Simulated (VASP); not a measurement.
# Hf3N4 (I-43d) in VASP: a series of runs

Runs on Hf3N4. Level: PBE. Tasks: relaxation of cell and atoms, relaxation of the atoms.

Program: VASP 6.6.1. These are calculated values, not measurements. Logs are shortened: lines on timing, memory, paths and dates and some standing lists are left out, and cuts for length are marked.

## Step 1: The cell of the first run

Symmetry: I-43d, No. 220, cubic system. Conventional cell: a = 6.701 Å, b = 6.701 Å, c = 6.701 Å, α = 90.00°, β = 90.00°, γ = 90.00°. Within 2.9 Å of Hf (site symmetry -4) lie 8 N at 2.18 to 2.47 Å. N (site symmetry 3) has 6 Hf at 2.18 to 2.47 Å and 5 N at 2.64 to 2.90 Å within 3.0 Å.

## Step 2: Relaxation of cell and atoms, PBE

The input, INCAR:

```
ALGO = Normal ; EDIFF = 1E-7
EDIFFG = -0.005 ; ENCUT = 600
GGA = PE ; GGA_COMPAT = False
IBRION = 2 ; ISIF = 3
ISMEAR = 0 ; LASPH = True
LCHARG = False ; LREAL = False
LWAVE = False ; NELM = 120
NELMIN = 4 ; NSW = 100
PREC = Accurate ; SIGMA = 0.02
```

The input, KPOINTS:

```
k-points
0
Gamma
  6 6 6
```

The input, POSCAR:

```
Hf3N4
1.0
   -3.3505000000      3.3505000000      3.3505000000
    3.3505000000     -3.3505000000      3.3505000000
    3.3505000000      3.3505000000     -3.3505000000
Hf N
6 8
Direct
    0.2500000000      0.6250000000      0.3750000000
    0.3750000000      0.2500000000      0.6250000000
    0.7500000000      0.8750000000      0.1250000000
    0.1250000000      0.7500000000      0.8750000000
    0.6250000000      0.3750000000      0.2500000000
    0.8750000000      0.1250000000      0.7500000000
    0.1260000000      0.1260000000      0.1260000000
    0.8740000000      0.5000000000      0.0000000000
    0.5000000000      0.0000000000      0.3740000000
    0.0000000000      0.8740000000      0.5000000000
    0.3740000000      0.5000000000      0.0000000000
    0.6260000000      0.6260000000      0.6260000000
    0.0000000000      0.3740000000      0.5000000000
    0.5000000000      0.0000000000      0.8740000000
```

Potentials or basis: VASP PAW PBE potentials, release 64 (Hf_pv, N).

Command:

```bash
$ cat potpaw_PBE.64/Hf_pv/POTCAR potpaw_PBE.64/N/POTCAR > POTCAR
$ mpirun -np 1 vasp_std > vasp.out
```

OUTCAR:

```text
EDIFF = 1E-7
   EDIFFG = -0.005
   ENCUT = 600
   GGA = PE
   IBRION = 2
   ISIF = 3
   ISMEAR = 0
   LASPH = True
   LREAL = False
   NELM = 120
   NELMIN = 4
   NSW = 100
   PREC = Accurate

 ion  position               nearest neighbor table
   1  0.250  0.625  0.375-   8 2.18   9 2.18  12 2.18  13 2.18  11 2.47   7 2.47  10 2.47  14 2.47
                             5 3.13   2 3.13   4 3.13   5 3.13   4 3.13   6 3.13   2 3.13   6 3.13
   2  0.375  0.250  0.625-   9 2.18  10 2.18  11 2.18  12 2.18   8 2.47  13 2.47   7 2.47  14 2.47
                             5 3.13   6 3.13   3 3.13   5 3.13   1 3.13   1 3.13   6 3.13   3 3.13
   3  0.750  0.875  0.125-   7 2.18  10 2.18  11 2.18  14 2.18  13 2.47   8 2.47   9 2.47  12 2.47
                             5 3.13   6 3.13   2 3.13   6 3.13   4 3.13   5 3.13   2 3.13   4 3.13
   4  0.125  0.750  0.875-   7 2.18   8 2.18  13 2.18  14 2.18  11 2.47  12 2.47   9 2.47  10 2.47
                             6 3.13   1 3.13   3 3.13   6 3.13   1 3.13   3 3.13   5 3.13   5 3.13
   5  0.625  0.375  0.250-  11 2.18  12 2.18  13 2.18  14 2.18   7 2.47   8 2.47   9 2.47  10 2.47
                             1 3.13   4 3.13   1 3.13   2 3.13   3 3.13   2 3.13   3 3.13   4 3.13
   6  0.875  0.125  0.750-   7 2.18   8 2.18   9 2.18  10 2.18  11 2.47  12 2.47  13 2.47  14 2.47
                             4 3.13   1 3.13   2 3.13   3 3.13   4 3.13   3 3.13   2 3.13   1 3.13
   7  0.126  0.126  0.126-   3 2.18   4 2.18   6 2.18   2 2.47   5 2.47   1 2.47
   8  0.874  0.500  0.000-   1 2.18   4 2.18   6 2.18   2 2.47   3 2.47   5 2.47
   9  0.500  0.000  0.374-   1 2.18   2 2.18   6 2.18   4 2.47   5 2.47   3 2.47
  10  0.000  0.874  0.500-   2 2.18   3 2.18   6 2.18   4 2.47   5 2.47   1 2.47
  11  0.374  0.500  0.000-   2 2.18   3 2.18   5 2.18   4 2.47   1 2.47   6 2.47
  12  0.626  0.626  0.626-   1 2.18   2 2.18   5 2.18   4 2.47   3 2.47   6 2.47
  13  0.000  0.374  0.500-   1 2.18   4 2.18   5 2.18   2 2.47   3 2.47   6 2.47
  14  0.500  0.000  0.874-   3 2.18   4 2.18   5 2.18   2 2.47   1 2.47   6 2.47

  LATTYP: Found a body centered cubic cell.
 ALAT       =     6.7010000000

  Lattice vectors:

 A1 = (  -3.3505000000,   3.3505000000,   3.3505000000)
 A2 = (   3.3505000000,  -3.3505000000,   3.3505000000)
 A3 = (   3.3505000000,   3.3505000000,  -3.3505000000)

Analysis of symmetry for initial positions (statically):
=====================================================================
 Subroutine PRICEL returns:
 Original cell was already a primitive cell.

 Routine SETGRP: Setting up the symmetry group for a
 body centered cubic supercell.

 Subroutine GETGRP returns: Found 24 space group operations
 (whereof  3 operations were pure point group operations)
 out of a pool of 48 trial point group operations.

The static configuration has the point symmetry C_3 .
 The point group associated with its full space group is T_d .

Analysis of symmetry for dynamics (positions and initial velocities):
=====================================================================
 Subroutine PRICEL returns:
 Original cell was already a primitive cell.

[... 139 lines left out ...]
   EFERMI_NEDOS =   21; number of points for ismear=-14 and -15
   IALGO  =     38    algorithm
   IMIX   =      4    mixing-type and parameters
     AMIX     =   0.40;   BMIX     =  1.00
     AMIX_MAG =   1.60;   BMIX_MAG =  1.00
  volume/ion in A,a.u.               =      10.75        72.52
  Fermi-wavevector in a.u.,A,eV,Ry     =   1.428714  2.699877 27.772523  2.041223
  Thomas-Fermi vector in A             =   2.548746
   LORBIT       =      0    0 simple, 1 ext, 2 COOP (PROOUT), +10 PAW based schemes
   GGA     = PE    functional components
   LHFCALC =     F    Hartree Fock is set to
   AEXX    =    0.0000 exact exchange contribution
   IVDW    =     0    specifies the selected vdW correction
   LEPSILON=     F    determine dielectric tensor
   LRPA    =     F    only Hartree local field effects (RPA)
 conjugate gradient relaxation of ions
 non-spin polarized calculation
 Gauss-broadening in eV      SIGMA  =   0.02
  energy-cutoff  :      600.00
  volume of cell :      150.45
 maximum number of plane-waves:      5057
 NGX is ok and might be reduce to    48
   NGX = 23   NGY = 23   NGZ = 23

--------------------------------------- Ionic step        1  -------------------------------------------

 number of electron      99.9999999 magnetization

 number of electron     100.0000000 magnetization

 Free energy of the ion-electron system (eV)
  ---------------------------------------------------
  ext. energy  EPLUGINS =         0.00000000
  ---------------------------------------------------
  free energy    TOTEN  =      -148.58001656 eV

  energy without entropy =     -148.58001656  energy(sigma->0) =     -148.58001656

------------------------ aborting loop because EDIFF is reached ----------------------------------------

  FORCE on cell =-STRESS in cart. coord.  units (eV):
  Direction    XX          YY          ZZ          XY          YZ          ZX
  --------------------------------------------------------------------------------------
  -------------------------------------------------------------------------------------
  Total        3.4486874      3.4486874      3.4486874      0.0000000      0.0000000     -0.0000000
  in kB       36.7261631     36.7261631     36.7261631      0.0000000      0.0000000     -0.0000000
  external PRESSURE =      36.7261631 kB  Pullay stress =       0.0000000 kB
[... 125 lines left out ...]
  FREE ENERGIE OF THE ION-ELECTRON SYSTEM (eV)
  ---------------------------------------------------
  free  energy   TOTEN  =      -148.6083819499 eV

  energy  without entropy=     -148.6083819499  energy(sigma->0) =     -148.60838195

[... ionic steps 4 to 7 ...]

--------------------------------------- Ionic step        8  -------------------------------------------

 number of electron     100.0000000 magnetization

------------------------ aborting loop because EDIFF is reached ----------------------------------------
[... 91 lines left out ...]
--------------------------------------- Ionic step       10  -------------------------------------------

 number of electron     100.0000000 magnetization

 Free energy of the ion-electron system (eV)
  ---------------------------------------------------
  ext. energy  EPLUGINS =         0.00000000
  ---------------------------------------------------
  free energy    TOTEN  =      -148.63401588 eV

  energy without entropy =     -148.63401588  energy(sigma->0) =     -148.63401588

 E-fermi :   6.7878     XC(G=0): -12.7539

 val. band max:        6.6874024381   @ k =   0.0000   0.0000   0.0000
 cond. band min:       7.7227932871   @ k =   0.0000   0.0000   0.0000
 fundamental gap:      1.0353908490
 Fermi energy:         6.7877675670

 k-point     1 :       0.0000    0.0000    0.0000
  band No.  band energies     occupation
      1     -24.0493      2.00000
      2     -24.0493      2.00000
      3     -24.0493      2.00000
      4     -23.9585      2.00000
      5     -23.9585      2.00000
      6     -23.9585      2.00000
[... 1038 lines left out ...]
  FREE ENERGIE OF THE ION-ELECTRON SYSTEM (eV)
  ---------------------------------------------------
  free  energy   TOTEN  =      -148.6340158767 eV

  energy  without entropy=     -148.6340158767  energy(sigma->0) =     -148.63401588

 reached required accuracy - stopping structural energy minimisation
```

CONTCAR:

```text
Hf3N4
   1.00000000000000
    -3.3544563506633800    3.3544563506633800    3.3544563506633800
     3.3544563506633800   -3.3544563506633800    3.3544563506633800
     3.3544563506633800    3.3544563506633800   -3.3544563506633800
  Hf              N
     6     8
Direct
     0.2500000000000000    0.6250000000000000    0.3750000000000000
[... 17 lines left out ...]
  0.00000000E+00  0.00000000E+00  0.00000000E+00
  0.00000000E+00  0.00000000E+00  0.00000000E+00
  0.00000000E+00  0.00000000E+00  0.00000000E+00
  0.00000000E+00  0.00000000E+00  0.00000000E+00
  0.00000000E+00  0.00000000E+00  0.00000000E+00
  0.00000000E+00  0.00000000E+00  0.00000000E+00
  0.00000000E+00  0.00000000E+00  0.00000000E+00
  0.00000000E+00  0.00000000E+00  0.00000000E+00
  0.00000000E+00  0.00000000E+00  0.00000000E+00
  0.00000000E+00  0.00000000E+00  0.00000000E+00
  0.00000000E+00  0.00000000E+00  0.00000000E+00
```

Run time: 36 min. Hardware: 1 thread of Intel Xeon 8259CL, shared host; peak memory 0.42 GiB.

What came out:

```yaml
Free_energy: -148.6340 eV
Relaxed_volume: 10.78 Å³/atom
Relaxed_cell: a = 5.810 Å, b = 5.810 Å, c = 5.810 Å, α = 109.47°, β = 109.47°, γ = 109.47°
Space_group_after_relaxing_to_0.1_Å: I-43d (No. 220)
Energy_gained_by_relaxing: 3.9 meV/atom
Ionic_steps: 10
Pressure_after_relaxing: 0.0 GPa
Band_gap_on_the_k_mesh: 1.04 eV
```

Step by step:
```
step  energy change (eV)  largest force (eV/Å)  pressure (GPa)  volume (Å³)
   1              0.0000                0.2678            3.67       150.45
   2              0.0447                0.0503           -6.60       155.88
   3             -0.0284                0.1396           -0.46       152.50
   4             -0.0359                0.1183           -0.38       152.23
   5             -0.0509                0.0525           -0.09       151.44
   6             -0.0412                0.0972            0.83       149.85
   7             -0.0539                0.0096            0.16       150.94
   8             -0.0539                0.0055            0.18       150.90
   9             -0.0532                0.0194           -0.67       151.31
  10             -0.0540                0.0003            0.00       150.98
```

Final structure:
```
Hf N
1.0
    -3.35446    3.35446    3.35446
     3.35446   -3.35446    3.35446
     3.35446    3.35446   -3.35446
Hf N
6 8
Direct
  0.25000 0.62500 0.37500
  0.37500 0.25000 0.62500
  0.75000 0.87500 0.12500
  0.12500 0.75000 0.87500
  0.62500 0.37500 0.25000
  0.87500 0.12500 0.75000
  0.13385 0.13385 0.13385
  0.86615 0.50000 0.00000
  0.50000 0.00000 0.36615
  0.00000 0.86615 0.50000
  0.36615 0.50000 0.00000
  0.63385 0.63385 0.63385
  0.00000 0.36615 0.50000
  0.50000 0.00000 0.86615
```

Caveat: spin-orbit coupling is left out, which moves the levels of the heavy elements. PBE usually gives volumes a little too large and moduli too small.

## Step 3: Relaxation of the atoms, PBE (12.00 Å³/atom)

This run uses another cell than the first one, of 12.00 Å³/atom.

The input, INCAR:

```
PREC = Accurate
ENCUT = 520
EDIFF = 1E-7
ISMEAR = 0
SIGMA = 0.02
LREAL = False
LASPH = True
NELM = 120
ALGO = Normal
ISIF = 2
LWAVE = False
LCHARG = False
GGA = PE
IBRION = 2
NSW = 50
EDIFFG = -0.01
GGA_COMPAT = False
NELMIN = 4
KPAR = 4
```

The input, KPOINTS:

```
Automatic mesh
0
Gamma
  6 6 6
```

The input, POSCAR:

```
Hf3N4
1.0
   -3.4758344155      3.4758344155      3.4758344155
    3.4758344155     -3.4758344155      3.4758344155
    3.4758344155      3.4758344155     -3.4758344155
Hf N
6 8
Direct
    0.2500000000      0.6250000000      0.3750000000
    0.3750000000      0.2500000000      0.6250000000
    0.7500000000      0.8750000000      0.1250000000
    0.1250000000      0.7500000000      0.8750000000
    0.6250000000      0.3750000000      0.2500000000
    0.8750000000      0.1250000000      0.7500000000
    0.1166261859      0.1166261859      0.1166261859
    0.8833738141      0.5000000000      0.0000000000
    0.5000000000      0.0000000000      0.3833738141
    0.0000000000      0.8833738141      0.5000000000
    0.3833738141      0.5000000000      0.0000000000
    0.6166261859      0.6166261859      0.6166261859
    0.0000000000      0.3833738141      0.5000000000
    0.5000000000      0.0000000000      0.8833738141
```

Potentials or basis: VASP PAW PBE potentials, release 64 (Hf_pv, N).

Command:

```bash
$ cat potpaw_PBE.64/Hf_pv/POTCAR potpaw_PBE.64/N/POTCAR > POTCAR
$ mpirun -np 4 vasp_std > vasp.out
```

Wall time 5.4 min (4 MPI ranks of Intel Xeon Platinum 8259CL at 2.50GHz (Skylake/Cascade Lake), shared host); peak memory 0.41 GiB.

The run converged. Its results:

```
Free energy               : -147.7808 eV
Energy gained by relaxing : 9.4 meV/atom
Ionic steps               : 6
Pressure after relaxing   : -12.7 GPa
Band gap on the k mesh    : 1.40 eV
```

Step by step:
```csv
step,energy change (eV),largest force (eV/Å),pressure (GPa)
1,0.0000,0.3313,-18.75
2,-0.0394,0.2836,-17.83
3,-0.1175,0.1177,-14.78
4,-0.0558,0.2949,-7.41
5,-0.1317,0.0102,-12.84
6,-0.1318,0.0001,-12.66
```

Final structure:
```
Hf N
1.0
    -3.47583    3.47583    3.47583
     3.47583   -3.47583    3.47583
     3.47583    3.47583   -3.47583
Hf N
6 8
Direct
  0.25000 0.62500 0.37500
  0.37500 0.25000 0.62500
  0.75000 0.87500 0.12500
  0.12500 0.75000 0.87500
  0.62500 0.37500 0.25000
  0.87500 0.12500 0.75000
  0.10104 0.10104 0.10104
  0.89896 0.50000 0.00000
  0.50000 0.00000 0.39896
  0.00000 0.89896 0.50000
  0.39896 0.50000 0.00000
  0.60104 0.60104 0.60104
  0.00000 0.39896 0.50000
  0.50000 0.00000 0.89896
```

Levels at points of the mesh, in eV from the valence-band top:
```
           k point  band 48  band 49  band 50  band 51  band 52  band 53
(0.00, 0.00, 0.00)     0.00     0.00     0.00     1.40     1.40     3.10
(0.50, 0.00, 0.00)    -0.72    -0.56    -0.56     2.83     2.83     3.39
(0.50, 0.50, 0.50)    -0.37    -0.37    -0.37     4.25     4.25     4.25
```

Caveat: spin-orbit coupling is left out, which moves the levels of the heavy elements.

## Step 4: Relaxation of the atoms, PBE (11.23 Å³/atom)

This run uses another cell than the first one, of 11.23 Å³/atom.

INCAR is that of step 3.

The input, KPOINTS:

```
regular mesh
0
Gamma
  6 6 6
```

The input, POSCAR:

```
Hf3N4
1.0
   -3.4004828760      3.4004828760      3.4004828760
    3.4004828760     -3.4004828760      3.4004828760
    3.4004828760      3.4004828760     -3.4004828760
Hf N
6 8
Direct
    0.2500000000      0.6250000000      0.3750000000
    0.3750000000      0.2500000000      0.6250000000
    0.7500000000      0.8750000000      0.1250000000
    0.1250000000      0.7500000000      0.8750000000
    0.6250000000      0.3750000000      0.2500000000
    0.8750000000      0.1250000000      0.7500000000
    0.1330092770      0.1330092770      0.1330092770
    0.8669907230      0.5000000000      0.0000000000
    0.5000000000      0.0000000000      0.3669907230
    0.0000000000      0.8669907230      0.5000000000
    0.3669907230      0.5000000000      0.0000000000
    0.6330092770      0.6330092770      0.6330092770
    0.0000000000      0.3669907230      0.5000000000
    0.5000000000      0.0000000000      0.8669907230
```

Command:

```bash
$ cat potpaw_PBE.64/Hf_pv/POTCAR potpaw_PBE.64/N/POTCAR > POTCAR
$ mpirun -np 4 vasp_std > vasp.out
```

It took 3.6 min on 4 MPI ranks of Intel Xeon Platinum 8259CL at 2.50GHz (Skylake/Cascade Lake), shared host; peak memory 0.4 GiB.

It converged, with:

```
Free energy                  : -148.4763 eV
Energy gained by relaxing    : 3.5 meV/atom
Ionic steps                  : 4
Pressure after relaxing      : -7.1 GPa
Largest force after relaxing : 0.003 eV/Å
Band gap on the k mesh       : 1.05 eV
```

Forces on the atoms (eV/Å):
```
Hf   0.000  0.000  0.000
Hf   0.000  0.000  0.000
Hf   0.000  0.000  0.000
Hf   0.000  0.000  0.000
Hf   0.000  0.000  0.000
Hf   0.000  0.000  0.000
N    0.002  0.002  0.002
N    0.002 -0.002 -0.002
N   -0.002 -0.002  0.002
N   -0.002  0.002 -0.002
N    0.002 -0.002 -0.002
N    0.002  0.002  0.002
N   -0.002  0.002 -0.002
N   -0.002 -0.002  0.002
```

The path:
```csv
step,energy change (eV),largest force (eV/Å),pressure (GPa)
1,0.0000,0.2200,-10.10
2,-0.0170,0.1791,-9.60
3,-0.0467,0.0528,-7.91
4,-0.0494,0.0032,-7.14
```

Final structure:
```
Hf N
1.0
    -3.40048    3.40048    3.40048
     3.40048   -3.40048    3.40048
     3.40048    3.40048   -3.40048
Hf N
6 8
Direct
  0.25000 0.62500 0.37500
  0.37500 0.25000 0.62500
  0.75000 0.87500 0.12500
  0.12500 0.75000 0.87500
  0.62500 0.37500 0.25000
  0.87500 0.12500 0.75000
  0.12354 0.12354 0.12354
  0.87646 0.50000 0.00000
  0.50000 0.00000 0.37646
  0.00000 0.87646 0.50000
  0.37646 0.50000 0.00000
  0.62354 0.62354 0.62354
  0.00000 0.37646 0.50000
  0.50000 0.00000 0.87646
```

Levels at points of the mesh, in eV from the valence-band top:
```csv
k point,band 47,band 48,band 49,band 50,band 51,band 52,band 53,band 54
"(0.00, 0.00, 0.00)",-1.25,0.00,0.00,0.00,1.05,1.05,1.96,1.96
"(0.50, 0.00, 0.00)",-1.44,-1.44,-0.84,-0.84,2.56,2.56,2.67,2.67
"(0.50, 0.50, 0.50)",-0.58,-0.58,-0.58,-0.58,3.73,3.73,3.73,3.73
```

Caveat: spin-orbit coupling is left out, which moves the levels of the heavy elements. A k mesh can miss the band edges.

## Step 5: Overview

```tsv
task	cell	cutoff (eV)	gap on the mesh (eV)	pressure (GPa)
relaxation of cell and atoms	relaxed from a = 5.803 Å, angles 109.5°, 14 atoms, atomic positions A	600	1.04	0.0
relaxation of the atoms	atoms relaxed from a = 6.020 Å, angles 109.5°, 14 atoms, atomic positions B	520	1.40	-12.7
relaxation of the atoms	atoms relaxed from a = 5.890 Å, angles 109.5°, 14 atoms, atomic positions C	520	1.05	-7.1
```

Alike in all rows: level PBE; potentials or basis VASP PAW PBE potentials, release 64 (Hf_pv, N); no spin polarisation; k mesh 6 × 6 × 6; smearing gaussian 0.02 eV.

Caveats: spin-orbit coupling is left out, which moves the levels of the heavy elements.

Total energies depend on the potentials used, so only differences within one code and one set of settings carry meaning.
